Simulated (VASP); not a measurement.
# Y (P6_3/mmc) in VASP: single point with LDA

Aim: the single point of Y with LDA.

Everything below comes from runs of VASP 6.6.1. Logs are shortened: lines on timing, memory, paths and dates and some standing lists are left out, and cuts for length are marked.

## Step 1: The cell of the first run

It takes space group P6_3/mmc (No. 194, hexagonal). Conventional cell: a = 3.539 Å, b = 3.539 Å, c = 5.525 Å, α = 90.00°, β = 90.00°, γ = 120.00°. Within 4.5 Å of Y (site symmetry -6m2) lie 12 Y at 3.44 to 3.54 Å.

## Step 2: Single point, LDA

File INCAR:

```
PREC     = Accurate       # precision mode
ENCUT    = 520            # plane-wave cutoff, eV
EDIFF    = 1E-6           # SCF threshold, eV
ISMEAR   = -1             # smearing method
SIGMA    = 0.1            # smearing width, eV
LREAL    = False          # projectors in reciprocal space
LASPH    = True           # aspherical terms in the spheres
NELM     = 60             # most SCF steps
ALGO     = Normal         # electronic algorithm
ISIF     = 2              # what is computed and relaxed
LWAVE    = False          # write WAVECAR
LCHARG   = False          # write CHGCAR
GGA      = CA             # functional
NBANDS   = 18             # bands
```

File KPOINTS:

```
Automatic mesh
0
Gamma
  17 17 10
```

File POSCAR:

```
Y
1.0
    3.5392700426      0.0000000000      0.0000000000
   -1.7696350213      3.0650977678      0.0000000000
    0.0000000000      0.0000000000      5.5248319794
Y
2
Direct
    0.3333333333      0.6666666667      0.2500000000
    0.6666666667      0.3333333333      0.7500000000
```

Potentials or basis: VASP PAW LDA potentials, release 64 (Y_sv).

Run with:

```sh
> cat potpaw_LDA.64/Y_sv/POTCAR > POTCAR
> mpirun -np 1 vasp_std > vasp.out
```

OUTCAR:

```text
PREC = Accurate
   ENCUT = 520
   EDIFF = 1E-6
   ISMEAR = -1
   LREAL = False
   LASPH = True
   NELM = 60
   ISIF = 2
   GGA = CA

 ion  position               nearest neighbor table
   1  0.333  0.667  0.250-   2 3.44   2 3.44   2 3.44   2 3.44   2 3.44   2 3.44
   2  0.667  0.333  0.750-   1 3.44   1 3.44   1 3.44   1 3.44   1 3.44   1 3.44

  LATTYP: Found a hexagonal cell.
 ALAT       =     3.5392700426
 C/A-ratio  =     1.5610088840

  Lattice vectors:

 A1 = (   3.5392700426,   0.0000000000,   0.0000000000)
 A2 = (  -1.7696350213,   3.0650977678,   0.0000000000)
 A3 = (   0.0000000000,   0.0000000000,   5.5248319794)

Analysis of symmetry for initial positions (statically):
=====================================================================
 Subroutine PRICEL returns:
 Original cell was already a primitive cell.

 Routine SETGRP: Setting up the symmetry group for a
 hexagonal supercell.

 Subroutine GETGRP returns: Found 24 space group operations
 (whereof 12 operations were pure point group operations)
 out of a pool of 24 trial point group operations.

The static configuration has the point symmetry D_3d.
 The point group associated with its full space group is D_6h.

Analysis of symmetry for dynamics (positions and initial velocities):
=====================================================================
 Subroutine PRICEL returns:
 Original cell was already a primitive cell.

 Routine SETGRP: Setting up the symmetry group for a
 hexagonal supercell.

 Subroutine GETGRP returns: Found 24 space group operations
 (whereof 12 operations were pure point group operations)
 out of a pool of 24 trial point group operations.

The dynamic configuration has the point symmetry D_3d.
 The point group associated with its full space group is D_6h.

 Subroutine INISYM returns: Found 24 space group operations
 (whereof 12 operations are pure point group operations),
 and found     1 'primitive' translations

----------------------------------------------------------------------------------------

                                     Primitive cell

  volume of cell :      59.9345

  direct lattice vectors                    reciprocal lattice vectors
     3.539270043  0.000000000  0.000000000     0.282544137  0.163126934  0.000000000
[... 76 lines left out ...]
 SYSTEM =  unknown system
   PREC   = accura    normal or accurate (medium, high low for compatibility)
   ISTART =      0    job   : 0-new  1-cont  2-samecut
   ICHARG =      2    charge: 1-file 2-atom 10-const
   ISPIN  =      1    spin polarized calculation?
   LNONCOLLINEAR =      F non collinear calculations
   LSORBIT =      F    spin-orbit coupling
   LASPH  =      T    aspherical Exc in radial PAW
   ENCUT  =  520.0 eV  38.22 Ry    6.18 a.u.   6.58  6.58 10.27*2*pi/ulx,y,z
   NELM   =     60;   NELMIN=  2; NELMDL= -5     # of ELM steps
   EDIFF  = 0.1E-05   stopping-criterion for ELM
   LREAL  =      F    real-space projection
   EDIFFG = 0.1E-04   stopping-criterion for IOM
   NSW    =      0    number of steps for IOM
   IBRION =     -1    ionic relax: 0-MD 1-quasi-New 2-CG
   NFREE  =      0    steps in history (QN), initial steepest desc. (CG)
   ISIF   =      2    stress and relaxation
   ISYM   =      2    0-nonsym 1-usesym 2-fastsym
   POTIM  = 0.5000    time-step for ionic-motion
   TEBEG  =    0.0;   TEEND  =   0.0 temperature during run
   PSTRESS=    0.0 pullay stress
   NELECT =      22.0000    total number of electrons
   NUPDOWN=      -1.0000    fix difference up-down
   EMIN   =  10.00;   EMAX   =-10.00  energy-range for DOS
   EFERMI =   0.00;   METHOD = LEGACY
   ISMEAR =    -1;   SIGMA  =   0.10  broadening in eV -4-tet -1-fermi 0-gaus
   EFERMI_NEDOS =   21; number of points for ismear=-14 and -15
   IALGO  =     38    algorithm
   IMIX   =      4    mixing-type and parameters
     AMIX     =   0.40;   BMIX     =  1.00
     AMIX_MAG =   1.60;   BMIX_MAG =  1.00
  volume/ion in A,a.u.               =      29.97       202.23
  Fermi-wavevector in a.u.,A,eV,Ry     =   1.172168  2.215077 18.694117  1.373979
  Thomas-Fermi vector in A             =   2.308601
   LORBIT       =      0    0 simple, 1 ext, 2 COOP (PROOUT), +10 PAW based schemes
   GGA     = CA    functional components
   LHFCALC =     F    Hartree Fock is set to
   AEXX    =    0.0000 exact exchange contribution
   IVDW    =     0    specifies the selected vdW correction
   LEPSILON=     F    determine dielectric tensor
   LRPA    =     F    only Hartree local field effects (RPA)
 non-spin polarized calculation
  energy-cutoff  :      520.00
  volume of cell :       59.93
 maximum number of plane-waves:      1651
 NGX is ok and might be reduce to    28
   NGX = 13   NGY = 13   NGZ = 21

 number of electron      22.0000000 magnetization

 Free energy of the ion-electron system (eV)
  ---------------------------------------------------
  ext. energy  EPLUGINS =         0.00000000
  ---------------------------------------------------
  free energy    TOTEN  =       -13.95212898 eV

  energy without entropy =      -13.83736005  energy(sigma->0) =      -13.89474452

 E-fermi :   3.2884     XC(G=0): -10.0043

 val. band max:        3.2787251593   @ k =   0.2353   0.0000   0.1000
 cond. band min:       3.2907375163   @ k =   0.2353   0.1176   0.0000
 fundamental gap:      0.0120123570
 Fermi energy:         3.2884429442

 k-point     1 :       0.0000    0.0000    0.0000
  band No.  band energies     occupation
      1     -38.9527      2.00000
      2     -38.8388      2.00000
      3     -19.4908      2.00000
      4     -18.8320      2.00000
      5     -18.8320      2.00000
      6     -18.7083      2.00000
[... 481 lines left out ...]
      5     -19.1078      2.00000
      6     -18.9182      2.00000
[... 10 lines left out ...]
     17       7.1002      0.00000
     18       7.8352      0.00000

 [... further k-points ...]
[... 5 lines left out ...]
  --------------------------------------------------------------------------------------
  -------------------------------------------------------------------------------------
  Total       -0.0489459     -0.0489459     -0.0052702      0.0000000      0.0000000      0.0000000
  in kB       -1.3084281     -1.3084281     -0.1408841      0.0000000      0.0000000      0.0000000
  external PRESSURE =      -0.9192467 kB  Pullay stress =       0.0000000 kB

 VOLUME and BASIS-vectors are now :
 -----------------------------------------------------------------------------
  energy-cutoff  :      520.00
  volume of cell :       59.93
      direct lattice vectors                 reciprocal lattice vectors
     3.539270043  0.000000000  0.000000000     0.282544137  0.163126934  0.000000000
    -1.769635021  3.065097768  0.000000000     0.000000000  0.326253867  0.000000000
     0.000000000  0.000000000  5.524831979     0.000000000  0.000000000  0.181000980

 POSITION                                       TOTAL-FORCE (eV/Angst)
 -----------------------------------------------------------------------------------
     -0.00000      2.04340      1.38121        -0.000000      0.000000      0.000000
      1.76964      1.02170      4.14362         0.000000     -0.000000      0.000000
 -----------------------------------------------------------------------------------
    total drift:                               -0.000000      0.000000     -0.000000

  FREE ENERGIE OF THE ION-ELECTRON SYSTEM (eV)
  ---------------------------------------------------
  free  energy   TOTEN  =       -13.9521289817 eV

  energy  without entropy=      -13.8373600540  energy(sigma->0) =      -13.89474452
```

OSZICAR:

```text
N       E                     dE             d eps       ncg     rms          rms(c)
DAV:   1     0.886718563740E+02    0.88672E+02   -0.11371E+04  7136   0.117E+03
DAV:   2    -0.678738968343E+01   -0.95459E+02   -0.93836E+02  8704   0.262E+02
DAV:   3    -0.141134558325E+02   -0.73261E+01   -0.72530E+01 12290   0.435E+01
DAV:   4    -0.143179046672E+02   -0.20445E+00   -0.20422E+00  8580   0.733E+00
DAV:   5    -0.143234544894E+02   -0.55498E-02   -0.55474E-02 10122   0.907E-01    0.350E+01
DAV:   6    -0.140120334661E+02    0.31142E+00   -0.38647E-01  7820   0.375E+00    0.216E+01
DAV:   7    -0.139647141967E+02    0.47319E-01   -0.75178E-01 10132   0.462E+00    0.170E+00
DAV:   8    -0.139520479572E+02    0.12666E-01   -0.11508E-01  8702   0.201E+00    0.422E-01
DAV:   9    -0.139521467365E+02   -0.98779E-04   -0.45159E-03  9150   0.439E-01    0.162E-01
DAV:  10    -0.139521275667E+02    0.19170E-04   -0.41066E-04 10014   0.149E-01    0.497E-02
DAV:  11    -0.139521293353E+02   -0.17686E-05   -0.19042E-05  9878   0.278E-02    0.390E-02
DAV:  12    -0.139521289817E+02    0.35356E-06   -0.47838E-06  8038   0.178E-02
   1 F= -.13952129E+02 E0= -.13894745E+02  d E =-.114769E+00
```

It took 3.1 min on 1 thread of Intel Xeon Platinum 8488C (Sapphire Rapids), shared host; peak memory 0.31 GiB.

Results:

| Quantity | Value |
| --- | --- |
| Free energy | -13.9521 eV |
| Pressure | -0.1 GPa |
| Band gap on the k mesh | zero (band 11 reaches 4.60 eV, above the bottom of band 12 at 2.82 eV) |

Stress tensor (GPa, compression positive):
```
-0.13  0.00  0.00
 0.00 -0.13  0.00
 0.00  0.00 -0.01
```
